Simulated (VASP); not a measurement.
# SnO (P4/nmm) in VASP: further runs

Runs on SnO. Level: PBE. Tasks: single point.

All numbers are computed with VASP 6.6.1; they aren't measurements. Logs are shortened: lines on timing, memory, paths and dates and some standing lists are left out, and cuts for length are marked.

## Step 1: The cell of the first run

The structure is tetragonal, space group P4/nmm (No. 129). Conventional cell: a = 3.786 Å, b = 3.786 Å, c = 4.514 Å, α = 90.00°, β = 90.00°, γ = 90.00°. Within 2.9 Å of Sn (site symmetry 4mm) lie 4 O at 2.22 Å. O (site symmetry -4m2) has 4 Sn at 2.22 Å and 4 O at 2.68 Å within 2.9 Å.

## Step 2: Single point, PBE

The input, INCAR:

```
PREC = Accurate ; ENCUT = 1340
EDIFF = 1E-6 ; ISMEAR = -1
SIGMA = 0.1 ; LREAL = F
LASPH = T ; NELM = 120
ALGO = Normal ; ISIF = 2
LWAVE = F ; LCHARG = T
GGA = PE ; LELF = T
LVHAR = T ; NBANDS = 28
GGA_COMPAT = F
```

The input, KPOINTS:

```
regular mesh
0
Gamma
  6 6 6
```

The input, POSCAR:

```
SnO
1.0
    3.7855884364      0.0000000000      0.0000000000
    0.0000000000      3.7855884364      0.0000000000
    0.0000000000      0.0000000000      4.5137127852
Sn O
2 2
Direct
    0.5000000000      0.0000000000      0.2572477578
    0.0000000000      0.5000000000      0.7427522422
    0.0000000000      0.0000000000      0.0000000000
    0.5000000000      0.5000000000      0.0000000000
```

Potentials or basis: VASP PAW PBE potentials, release 64 (Sn_d, O_h).

On the command line:

```
cat potpaw_PBE.64/Sn_d/POTCAR potpaw_PBE.64/O_h/POTCAR > POTCAR
mpirun -np 1 vasp_std > vasp.out
```

OUTCAR:

```text
PREC = Accurate
   ENCUT = 1340
   EDIFF = 1E-6
   ISMEAR = -1
   LREAL = F
   LASPH = T
   NELM = 120
   ISIF = 2
   GGA = PE

 ion  position               nearest neighbor table
   1  0.500  0.000  0.257-   3 2.22   4 2.22   4 2.22   3 2.22   2 3.46   2 3.46   2 3.46   2 3.46
                             2 3.54   2 3.54   2 3.54   2 3.54
   2  0.000  0.500  0.743-   3 2.22   4 2.22   3 2.22   4 2.22   1 3.46   1 3.46   1 3.46   1 3.46
                             1 3.54   1 3.54   1 3.54   1 3.54
   3  0.000  0.000  0.000-   1 2.22   2 2.22   2 2.22   1 2.22
   4  0.500  0.500  0.000-   1 2.22   2 2.22   1 2.22   2 2.22

  LATTYP: Found a simple tetragonal cell.
 ALAT       =     3.7855884364
 C/A-ratio  =     1.1923411277

  Lattice vectors:

 A1 = (   3.7855884364,   0.0000000000,   0.0000000000)
 A2 = (   0.0000000000,   3.7855884364,   0.0000000000)
 A3 = (   0.0000000000,   0.0000000000,   4.5137127852)

Analysis of symmetry for initial positions (statically):
=====================================================================
 Subroutine PRICEL returns:
 Original cell was already a primitive cell.

 Routine SETGRP: Setting up the symmetry group for a
 simple tetragonal supercell.

 Subroutine GETGRP returns: Found 16 space group operations
 (whereof  8 operations were pure point group operations)
 out of a pool of 16 trial point group operations.

The static configuration has the point symmetry D_2d.
 The point group associated with its full space group is D_4h.

Analysis of symmetry for dynamics (positions and initial velocities):
=====================================================================
 Subroutine PRICEL returns:
 Original cell was already a primitive cell.

 Routine SETGRP: Setting up the symmetry group for a
 simple tetragonal supercell.

 Subroutine GETGRP returns: Found 16 space group operations
 (whereof  8 operations were pure point group operations)
 out of a pool of 16 trial point group operations.

The dynamic configuration has the point symmetry D_2d.
 The point group associated with its full space group is D_4h.

 Subroutine INISYM returns: Found 16 space group operations
 (whereof  8 operations are pure point group operations),
 and found     1 'primitive' translations

----------------------------------------------------------------------------------------

                                     Primitive cell

  volume of cell :      64.6846

[... 87 lines left out ...]
   LNONCOLLINEAR =      F non collinear calculations
   LSORBIT =      F    spin-orbit coupling
   LASPH  =      T    aspherical Exc in radial PAW
   ENCUT  = 1340.0 eV  98.49 Ry    9.92 a.u.  11.30 11.30 13.47*2*pi/ulx,y,z
   NELM   =    120;   NELMIN=  2; NELMDL= -5     # of ELM steps
   EDIFF  = 0.1E-05   stopping-criterion for ELM
   LREAL  =      F    real-space projection
   EDIFFG = 0.1E-04   stopping-criterion for IOM
   NSW    =      0    number of steps for IOM
   IBRION =     -1    ionic relax: 0-MD 1-quasi-New 2-CG
   NFREE  =      0    steps in history (QN), initial steepest desc. (CG)
   ISIF   =      2    stress and relaxation
   ISYM   =      2    0-nonsym 1-usesym 2-fastsym
   POTIM  = 0.5000    time-step for ionic-motion
   TEBEG  =    0.0;   TEEND  =   0.0 temperature during run
   PSTRESS=    0.0 pullay stress
   NELECT =      40.0000    total number of electrons
   NUPDOWN=      -1.0000    fix difference up-down
   EMIN   =  10.00;   EMAX   =-10.00  energy-range for DOS
   EFERMI =   0.00;   METHOD = LEGACY
   ISMEAR =    -1;   SIGMA  =   0.10  broadening in eV -4-tet -1-fermi 0-gaus
   EFERMI_NEDOS =   21; number of points for ismear=-14 and -15
   IALGO  =     38    algorithm
   IMIX   =      4    mixing-type and parameters
     AMIX     =   0.40;   BMIX     =  1.00
     AMIX_MAG =   1.60;   BMIX_MAG =  1.00
  volume/ion in A,a.u.               =      16.17       109.13
  Fermi-wavevector in a.u.,A,eV,Ry     =   1.394744  2.635685 26.467571  1.945312
  Thomas-Fermi vector in A             =   2.518264
   LORBIT       =      0    0 simple, 1 ext, 2 COOP (PROOUT), +10 PAW based schemes
   GGA     = PE    functional components
   LHFCALC =     F    Hartree Fock is set to
   AEXX    =    0.0000 exact exchange contribution
   IVDW    =     0    specifies the selected vdW correction
   LEPSILON=     F    determine dielectric tensor
   LRPA    =     F    only Hartree local field effects (RPA)
 non-spin polarized calculation
  energy-cutoff  :     1340.00
  volume of cell :       64.68
 maximum number of plane-waves:      7246
 NGX is ok and might be reduce to    48
   NGX = 23   NGY = 23   NGZ = 27

 number of electron      39.9999999 magnetization

 Free energy of the ion-electron system (eV)
  ---------------------------------------------------
  ext. energy  EPLUGINS =         0.00000000
  ---------------------------------------------------
  free energy    TOTEN  =       -22.57588922 eV

  energy without entropy =      -22.56531757  energy(sigma->0) =      -22.57060340

 E-fermi :   8.3683     XC(G=0): -10.7382

 val. band max:        8.2758083919   @ k =   0.0000   0.0000   0.1667
 cond. band min:       8.3861906243   @ k =   0.0000   0.0000   0.0000
 fundamental gap:      0.1103822324
 Fermi energy:         8.3682987717

 k-point     1 :       0.0000    0.0000    0.0000
  band No.  band energies     occupation
      1     -13.7648      2.00000
      2     -13.3334      2.00000
      3     -13.3334      2.00000
      4     -13.3025      2.00000
      5     -13.2812      2.00000
      6     -13.2805      2.00000
[... 733 lines left out ...]
     27      17.6472      0.00000
     28      17.6472      0.00000

 [... further k-points ...]
[... 5 lines left out ...]
  --------------------------------------------------------------------------------------
  -------------------------------------------------------------------------------------
  Total        2.5461003      2.5461003      2.5535793      0.0000000      0.0000000      0.0000000
  in kB       63.0645614     63.0645614     63.2498083      0.0000000      0.0000000      0.0000000
  external PRESSURE =      63.1263104 kB  Pullay stress =       0.0000000 kB

 VOLUME and BASIS-vectors are now :
 -----------------------------------------------------------------------------
  energy-cutoff  :     1340.00
  volume of cell :       64.68
      direct lattice vectors                 reciprocal lattice vectors
     3.785588436  0.000000000  0.000000000     0.264159725  0.000000000  0.000000000
     0.000000000  3.785588436  0.000000000     0.000000000  0.264159725  0.000000000
     0.000000000  0.000000000  4.513712785     0.000000000  0.000000000  0.221547105

 POSITION                                       TOTAL-FORCE (eV/Angst)
 -----------------------------------------------------------------------------------
      1.89279      0.00000      1.16114        -0.000000     -0.000000      0.081668
      0.00000      1.89279      3.35257         0.000000     -0.000000     -0.081668
      0.00000      0.00000      0.00000         0.000000     -0.000000      0.000000
      1.89279      1.89279      0.00000         0.000000      0.000000      0.000000
 -----------------------------------------------------------------------------------
    total drift:                                0.000000      0.000000      0.000000

  FREE ENERGIE OF THE ION-ELECTRON SYSTEM (eV)
  ---------------------------------------------------
  free  energy   TOTEN  =       -22.5758892209 eV

  energy  without entropy=      -22.5653175728  energy(sigma->0) =      -22.57060340
```

Wall time 2.8 min (1 thread of Intel Xeon Platinum 8488C (Sapphire Rapids), shared host); peak memory 0.48 GiB.

Results:

```
Free energy            : -22.5759 eV
Pressure               : 6.3 GPa
Largest force          : 0.082 eV/Å
Band gap on the k mesh : zero (bands 20 and 21 overlap by 0.49 eV)
```

Forces on the atoms (eV/Å):
```
Sn   0.000  0.000  0.082
Sn   0.000  0.000 -0.082
O    0.000  0.000  0.000
O    0.000  0.000  0.000
```

Caveat: the cell stands under pressure; semilocal functionals underestimate gaps, and a narrow one can read as zero; spin-orbit coupling is left out, which moves the levels of the heavy elements.

## Step 3: Single point, PBE

This run uses another cell than the first one, of 18.92 Å³/atom.

The input, INCAR:

```
SYSTEM = SnO
  ALGO = Normal
  EDIFF = 1E-6
  ENCUT = 1340
  GGA = PE
  GGA_COMPAT = .FALSE.
  ISIF = 2
  ISMEAR = -1
  LASPH = .TRUE.
  LCHARG = .FALSE.
  LREAL = .FALSE.
  LWAVE = .FALSE.
  NBANDS = 28
  NELM = 120
  PREC = Accurate
  SIGMA = 0.1
```

The input, KPOINTS:

```
k-points
0
G
  6 6 6
  0 0 0
```

The input, POSCAR:

```
SnO
1.0
    3.8671420958      0.0000000000      0.0000000000
    0.0000000000      3.8671420958      0.0000000000
    0.0000000000      0.0000000000      5.0610363714
Sn O
2 2
Direct
    0.5000000000      0.0000000000      0.2290192524
    0.0000000000      0.5000000000      0.7709807476
    0.0000000000      0.0000000000      0.0000000000
    0.5000000000      0.5000000000      0.0000000000
```

Potentials or basis: VASP PAW PBE potentials, release 64 (Sn_d, O_h).

On the command line:

```
cat potpaw_PBE.64/Sn_d/POTCAR potpaw_PBE.64/O_h/POTCAR > POTCAR
mpirun -np 1 vasp_std > vasp.out
```

Run time: 4.6 min. Hardware: 1 thread of Intel Xeon Platinum 8375C at 2.90GHz (Ice Lake), shared host; peak memory 0.53 GiB.

The run converged. Its results:

| Item | Value |
| --- | --- |
| Free energy | -22.7414 eV |
| Pressure | 0.2 GPa |
| Largest force | 0.077 eV/Å |
| Band gap on the k mesh | 0.50 eV (least direct gap 1.91 eV) |

Forces on the atoms (eV/Å):
```
Sn   0.000  0.000  0.077
Sn   0.000  0.000 -0.077
O    0.000  0.000  0.000
O    0.000  0.000  0.000
```

Levels at points of the mesh, in eV from the valence-band top:
| k point | band 17 | band 18 | band 19 | band 20 | band 21 | band 22 | band 23 | band 24 |
| --- | --- | --- | --- | --- | --- | --- | --- | --- |
| (0.00, 0.00, 0.00) | -3.16 | -2.89 | -2.89 | 0.00 | 1.91 | 4.08 | 4.91 | 4.91 |
| (0.50, 0.00, 0.00) | -4.48 | -4.48 | -2.34 | -2.34 | 3.04 | 3.04 | 5.69 | 5.69 |
| (0.50, 0.50, 0.00) | -2.25 | -2.25 | -1.74 | -1.74 | 0.50 | 0.50 | 4.56 | 4.56 |
| (0.00, 0.00, 0.50) | -3.21 | -2.90 | -2.90 | -1.94 | 1.72 | 3.31 | 3.31 | 3.76 |
| (0.50, 0.00, 0.50) | -4.45 | -4.45 | -1.54 | -1.54 | 2.48 | 2.48 | 5.56 | 5.56 |
| (0.50, 0.50, 0.50) | -2.35 | -2.35 | -2.25 | -2.25 | 2.61 | 2.61 | 3.76 | 3.76 |

Caveat: semilocal functionals underestimate gaps, and a narrow one can read as zero; spin-orbit coupling is left out, which moves the levels of the heavy elements. A k mesh can miss the band edges.

The gap in the log of VASP goes by the Fermi energy; the results here count the filled bands.